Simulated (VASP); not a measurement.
Set up this calculation in VASP 6.6.1, as the native input.

```yaml
Task: single point
Functional: LDA
Potentials_or_basis: VASP PAW LDA potentials, release 64 (I, Cu)
Cutoff: 520 eV
k_mesh: 8 × 8 × 8
Occupations: fermi-dirac, width 0.05 eV
Spin: no spin polarisation
Dipole_correction: no
Further_INCAR_settings: ALGO = Normal; EDIFF = 1e-06; NBANDS = 16
```

The structure of CuI lies in POSCAR:

```
CuI
1.0
    0.0000000000      3.0315000000      3.0315000000
    3.0315000000      0.0000000000      3.0315000000
    3.0315000000      3.0315000000      0.0000000000
I Cu
1 1
Direct
    0.0000000000      0.0000000000      0.0000000000
    0.7500000000      0.7500000000      0.7500000000
```

The input as run:

INCAR

```
SYSTEM = CuI
ALGO = Normal ; EDIFF = 1E-6
ENCUT = 520 ; ISIF = 2
ISMEAR = -1 ; LASPH = .TRUE.
LCHARG = .FALSE. ; LREAL = .FALSE.
LWAVE = .FALSE. ; NBANDS = 16
NELM = 80 ; PREC = Accurate
SIGMA = 0.05
```

KPOINTS

```
k-points
0
G
  8 8 8
  0 0 0
```

Potentials or basis: VASP PAW LDA potentials, release 64 (I, Cu).

Command:

```bash
$ cat potpaw_LDA.64/I/POTCAR potpaw_LDA.64/Cu/POTCAR > POTCAR
$ mpirun -np 1 vasp_std > vasp.out
```

Results of the run:

```
Pressure               : -4.3 GPa
Band gap on the k mesh : 1.00 eV
```

Caveat: the cell stands under tension; spin-orbit coupling is left out, which moves the levels of the heavy elements.

Wall time 37 s on 1 thread of Intel Xeon 8259CL, with other jobs on the host, peak memory 0.17 GiB.
